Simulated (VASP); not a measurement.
# AlCo (Pm-3m) in VASP: notebook, part 3 of 3

VASP 6.6.1. The steps go on from the part before.

## Step 6: Single point, PBE, collinear spin, ferromagnetic start

INCAR

```
SYSTEM = AlCo
PREC     = Accurate       ! precision mode
ENCUT    = 520            ! plane-wave cutoff, eV
EDIFF    = 1E-6           ! SCF threshold, eV
ISMEAR   = -1             ! smearing method
SIGMA    = 0.05           ! smearing width, eV
LREAL    = .FALSE.        ! projectors in reciprocal space
LASPH    = .TRUE.         ! aspherical terms in the spheres
NELM     = 150            ! most SCF steps
ALGO     = Normal         ! electronic algorithm
ISIF     = 2              ! what is computed and relaxed
LWAVE    = .FALSE.        ! write WAVECAR
LCHARG   = .TRUE.         ! write CHGCAR
ISPIN    = 2              ! spin polarisation
MAGMOM   = 2.5 0          ! initial moments
LORBIT   = 11             ! projections on sites
NUPDOWN  = 2.5            ! fixed moment
LMAXMIX  = 4              ! l up to which the mixer works
GGA      = PE             ! functional
LELF     = .TRUE.         ! ELF
LVHAR    = .TRUE.       
NBANDS   = 17             ! bands
```

KPOINTS

```
regular mesh
0
G
  8 8 8
  0 0 0
```

POSCAR

```
AlCo
1.0
    2.8194032100      0.0000000000      0.0000000000
    0.0000000000      2.8194032100      0.0000000000
    0.0000000000      0.0000000000      2.8194032100
Co Al
1 1
Direct
    0.5000000000      0.5000000000      0.5000000000
    0.0000000000      0.0000000000      0.0000000000
```

Potentials or basis: VASP PAW PBE potentials, release 64 (Co, Al).

On the command line:

```
cat potpaw_PBE.64/Co/POTCAR potpaw_PBE.64/Al/POTCAR > POTCAR
mpirun -np 1 vasp_std > vasp.out
```

OUTCAR:

```text
SYSTEM = AlCo
   PREC = Accurate
   ENCUT = 520
   EDIFF = 1E-6
   ISMEAR = -1
   LREAL = .FALSE.
   LASPH = .TRUE.
   NELM = 150
   ISIF = 2
   ISPIN = 2
   LORBIT = 11
   NUPDOWN = 2.5
   GGA = PE

 ion  position               nearest neighbor table
   1  0.500  0.500  0.500-   2 2.44   2 2.44   2 2.44   2 2.44   2 2.44   2 2.44   2 2.44   2 2.44

   2  0.000  0.000  0.000-   1 2.44   1 2.44   1 2.44   1 2.44   1 2.44   1 2.44   1 2.44   1 2.44

  LATTYP: Found a simple cubic cell.
 ALAT       =     2.8194032100

  Lattice vectors:

 A1 = (   2.8194032100,   0.0000000000,   0.0000000000)
 A2 = (   0.0000000000,   2.8194032100,   0.0000000000)
 A3 = (   0.0000000000,   0.0000000000,   2.8194032100)

Analysis of symmetry for initial positions (statically):
=====================================================================
 Subroutine PRICEL returns:
 Original cell was already a primitive cell.

 Routine SETGRP: Setting up the symmetry group for a
 simple cubic supercell.

 Subroutine GETGRP returns: Found 48 space group operations
 (whereof 48 operations were pure point group operations)
 out of a pool of 48 trial point group operations.

The static configuration has the point symmetry O_h .

Analysis of symmetry for dynamics (positions and initial velocities):
=====================================================================
 Subroutine PRICEL returns:
 Original cell was already a primitive cell.

 Routine SETGRP: Setting up the symmetry group for a
 simple cubic supercell.

 Subroutine GETGRP returns: Found 48 space group operations
 (whereof 48 operations were pure point group operations)
 out of a pool of 48 trial point group operations.

The dynamic configuration has the point symmetry O_h .

Analysis of structural, dynamic, and magnetic symmetry:
=====================================================================
 Subroutine PRICEL returns:
 Original cell was already a primitive cell.

 Routine SETGRP: Setting up the symmetry group for a
 simple cubic supercell.

 Subroutine GETGRP returns: Found 48 space group operations
[... 142 lines left out ...]

 Free energy of the ion-electron system (eV)
  ---------------------------------------------------
  ext. energy  EPLUGINS =         0.00000000
  ---------------------------------------------------
  free energy    TOTEN  =        -9.81188000 eV

  energy without entropy =       -9.78703840  energy(sigma->0) =       -9.79945920

 E-fermi :   9.9495     XC(G=0): -12.4437

 val. band max:       13.8379187337   @ k =   0.2500   0.2500   0.0000
 cond. band min:       9.9958933228   @ k =   0.3750   0.3750   0.1250
 fundamental gap:     -3.8420254109
 Fermi energy:        13.8807071221

 spin component 1

 k-point     1 :       0.0000    0.0000    0.0000
  band No.  band energies     occupation
      1      -0.5183      1.00000
      2       6.5363      1.00000
      3       6.5363      1.00000
      4       8.4941      1.00000
      5       8.4941      1.00000
      6       8.4941      1.00000
[... 459 lines left out ...]
      6       8.8630      1.00000
[... 9 lines left out ...]
     16      32.7345      0.00000
     17      35.9786      0.00000

 [... further k-points ...]

 spin component 2

 k-point     1 :       0.0000    0.0000    0.0000
  band No.  band energies     occupation
      1       0.0403      1.00000
      2       8.2844      1.00000
      3       8.2844      1.00000
      4      10.3881      0.00016
      5      10.3881      0.00016
      6      10.3881      0.00016
[... 459 lines left out ...]
      6      10.2151      0.00491
[... 9 lines left out ...]
     16      33.2353      0.00000
     17      36.3598      0.00000

 [... further k-points ...]
[... 5 lines left out ...]
  --------------------------------------------------------------------------------------
  -------------------------------------------------------------------------------------
  Total        4.9201930      4.9201930      4.9201930     -0.0000000      0.0000000      0.0000000
  in kB      351.7395094    351.7395094    351.7395094     -0.0000000      0.0000000      0.0000000
  external PRESSURE =     351.7395094 kB  Pullay stress =       0.0000000 kB

 VOLUME and BASIS-vectors are now :
 -----------------------------------------------------------------------------
  energy-cutoff  :      520.00
  volume of cell :       22.41
      direct lattice vectors                 reciprocal lattice vectors
     2.819403210  0.000000000  0.000000000     0.354684990  0.000000000  0.000000000
     0.000000000  2.819403210  0.000000000     0.000000000  0.354684990  0.000000000
     0.000000000  0.000000000  2.819403210     0.000000000  0.000000000  0.354684990

 POSITION                                       TOTAL-FORCE (eV/Angst)
 -----------------------------------------------------------------------------------
      1.40970      1.40970      1.40970         0.000000      0.000000      0.000000
      0.00000      0.00000      0.00000         0.000000      0.000000      0.000000
 -----------------------------------------------------------------------------------
    total drift:                                0.000000     -0.000000     -0.000000

  FREE ENERGIE OF THE ION-ELECTRON SYSTEM (eV)
  ---------------------------------------------------
  free  energy   TOTEN  =        -9.8118799967 eV

  energy  without entropy=       -9.7870383996  energy(sigma->0) =       -9.79945920

 total charge

# of ion       s       p       d       tot
------------------------------------------
    1        0.522   0.609   7.276   8.408
    2        0.410   0.467   0.000   0.877
--------------------------------------------------
tot          0.932   1.076   7.276   9.284

 magnetization (x)

# of ion       s       p       d       tot
------------------------------------------
    1        0.088   0.156   1.880   2.125
    2        0.018   0.055   0.000   0.073
--------------------------------------------------
tot          0.107   0.211   1.880   2.198
```

OSZICAR:

```text
N       E                     dE             d eps       ncg     rms          rms(c)
DAV:   1     0.397929797597E+02    0.39793E+02   -0.46763E+03  2436   0.709E+02
DAV:   2    -0.987861631052E+01   -0.49672E+02   -0.43851E+02  2690   0.152E+02
DAV:   3    -0.120248400570E+02   -0.21462E+01   -0.20848E+01  2886   0.331E+01
DAV:   4    -0.120558563120E+02   -0.31016E-01   -0.30990E-01  2883   0.359E+00
DAV:   5    -0.120567177425E+02   -0.86143E-03   -0.86138E-03  2934   0.631E-01    0.144E+01
DAV:   6    -0.122565478359E+02   -0.19983E+00   -0.35680E+01  2724   0.776E+01    0.171E+01
DAV:   7    -0.982777455006E+01    0.24288E+01   -0.13193E+01  2784   0.430E+01    0.439E+00
DAV:   8    -0.983724071883E+01   -0.94662E-02   -0.11515E-01  2884   0.242E+00    0.176E+00
DAV:   9    -0.981705448584E+01    0.20186E-01   -0.14223E-02  3275   0.165E+00    0.673E-01
DAV:  10    -0.981201867435E+01    0.50358E-02   -0.11167E-02  3530   0.102E+00    0.101E-01
DAV:  11    -0.981187609618E+01    0.14258E-03   -0.25956E-04  2728   0.136E-01    0.104E-01
DAV:  12    -0.981188309676E+01   -0.70006E-05   -0.15642E-05  2966   0.340E-02    0.446E-02
DAV:  13    -0.981188032968E+01    0.27671E-05   -0.14629E-05  2725   0.283E-02    0.103E-02
DAV:  14    -0.981187999668E+01    0.33300E-06   -0.23013E-06  1384   0.159E-02
   1 F= -.98118800E+01 E0= -.97994592E+01  d E =-.248416E-01  mag=     2.5000
```

It took 21 s on 1 thread of Intel Xeon Platinum 8488C (Sapphire Rapids), shared host; peak memory 0.16 GiB.

Results:

| Item | Value |
| --- | --- |
| Free energy | -9.8119 eV |
| Pressure | 35.2 GPa |
| Net moment | 2.50 μB per cell |
| Site moments | Co +2.12; Al +0.07 μB |
| Valence electrons inside the program's atomic spheres | Co 8.41; Al 0.88 |

Caveat: the total moment is fixed, so each spin has its own Fermi level.

## Step 7: Summary

| fixed moment (μB) | pressure (GPa) | moment (μB) |
| --- | --- | --- |
| 0.5 | 9.1 | 0.50 |
| 1.0 | 13.4 | 1.00 |
| 1.5 | 18.5 | 1.50 |
| 2.0 | 25.2 | 2.00 |
| 2.5 | 35.2 | 2.50 |

Alike in all rows: task single point; level PBE; potentials or basis VASP PAW PBE potentials, release 64 (Co, Al); spin collinear, ferromagnetic start; cell as given; k mesh 8 × 8 × 8; cutoff (eV) 520; smearing fermi-dirac 0.05 eV.

Caveats: the total moment is fixed, so each spin has its own Fermi level.

Total energies depend on the potentials used, so only differences within one code and one set of settings carry meaning.
